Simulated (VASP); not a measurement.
Ti, 1 atom in the cell. It takes space group Fmmm (No. 69, orthorhombic). Conventional cell: a = 4.001 Å, b = 4.211 Å, c = 4.281 Å, α = 90.00°, β = 90.00°, γ = 90.00°. Ti (site symmetry mmm) has 12 Ti at 2.90 to 3.00 Å within 3.8 Å.  This cell differs from its parent crystal: normal strain along x +0.0525, normal strain along y +0.0700.

- Program: VASP 6.6.1
- Task: single point
- Functional: LDA
- Potentials or basis: VASP PAW LDA potentials, release 64 (Ti_sv)
- Cutoff: 520 eV
- k mesh: 20 × 20 × 20
- Occupations: gaussian, width 0.15 eV
- Spin: no spin polarisation
- Dipole correction: no
- Further INCAR settings: ALGO = Fast; EDIFF = 1e-06; NBANDS = 12

Potentials or basis: VASP PAW LDA potentials, release 64 (Ti_sv).

Command:

```bash
$ cat potpaw_LDA.64/Ti_sv/POTCAR > POTCAR
$ mpirun -np 1 vasp_std > vasp.out
```

Hardware: 1 thread of Intel(R) Xeon(R) Platinum 8375C CPU @ 2.90GHz (Ice Lake), with other jobs on the host.

Problem. Estimate the wall time of this run.

Solution. Run time: 5.2 min on 1 thread of Intel(R) Xeon(R) Platinum 8375C CPU @ 2.90GHz (Ice Lake), with other jobs on the host, peak memory 0.34 GiB. Counts: scf iterations 19, k points 1166.
